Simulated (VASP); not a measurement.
The system is SrTa3.

```
CELL_PARAMETERS angstrom
4.32228 0.00000 0.00000
0.00000 4.32228 0.00000
0.00000 0.00000 4.32228
ATOMIC_POSITIONS crystal
Sr 0.00000 0.00000 0.00000
Ta 0.00000 0.50000 0.50000
Ta 0.50000 0.00000 0.50000
Ta 0.50000 0.50000 0.00000
```

| Item | Value |
| --- | --- |
| Program | VASP 6.6.1 |
| Task | relaxation of cell and atoms |
| Functional | PBE |
| Potentials or basis | VASP PAW PBE potentials, release 64 (Sr_sv, Ta_pv) |
| Cutoff | 600 eV |
| k mesh | 4 × 4 × 4 |
| Occupations | gaussian, width 0.1 eV |
| Spin | no spin polarisation |

At the start: pressure 10.0 GPa; volume 20.19 Å³/atom.

How do energy, volume and symmetry change on relaxing?

Over 3 steps the energy falls by 48.6 meV/atom and the volume is 21.88 Å³/atom (+8.4 %); space group Pm-3m (No. 221, to 0.1 Å) before and after.

The path:
```
step  energy change (eV)  largest force (eV/Å)  pressure (GPa)  volume (Å³)
   1              0.0000                0.0000            9.99        80.75
   2              0.0771                0.0000           -8.94        96.37
   3             -0.1943                0.0000           -0.19        87.51
```

Final structure:
```
CELL_PARAMETERS angstrom
4.43977 0.00000 0.00000
0.00000 4.43977 0.00000
0.00000 0.00000 4.43977
ATOMIC_POSITIONS crystal
Sr 0.00000 0.00000 0.00000
Ta 0.00000 0.50000 0.50000
Ta 0.50000 0.00000 0.50000
Ta 0.50000 0.50000 0.00000
```

Caveat: the k points lie up to 0.35 Å⁻¹ apart in the final cell, too coarse for converged energies and pressures of a metal.
